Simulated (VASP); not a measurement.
Here is a VASP 6.6.1 calculation.

INCAR

```
SYSTEM = Ru
ALGO = Normal
EDIFF = 1E-6
ENCUT = 560
GGA_COMPAT = .False.
ISIF = 2
ISMEAR = 0
LASPH = .True.
LCHARG = .False.
LREAL = .False.
LWAVE = .False.
NBANDS = 14
NELM = 120
PREC = Accurate
SIGMA = 0.15
```

KPOINTS

```
k-points
0
Gamma
  22 22 22
  0 0 0
```

POSCAR

```
Ru
1.0
    0.0000000000      1.8575500000      1.8575500000
    1.8575500000      0.0000000000      1.8575500000
    1.8575500000      1.8575500000      0.0000000000
Ru
1
Direct
    0.0000000000      0.0000000000      0.0000000000
```

Potentials or basis: VASP PAW LDA potentials, release 64 (Ru_sv).

Run with:

```console
$ cat potpaw_LDA.64/Ru_sv/POTCAR > POTCAR
$ mpirun -np 1 vasp_std > vasp.out
```

Q: Predict the band gap on the k mesh.

A: Zero (bands 8 and 9 overlap by 3.94 eV).

Q: Predict the pressure.

A: 10.1 GPa.

Caveat: the cell differs from its parent crystal (strain -0.030 along x and y, -0.030 along z); the cell stands under pressure.
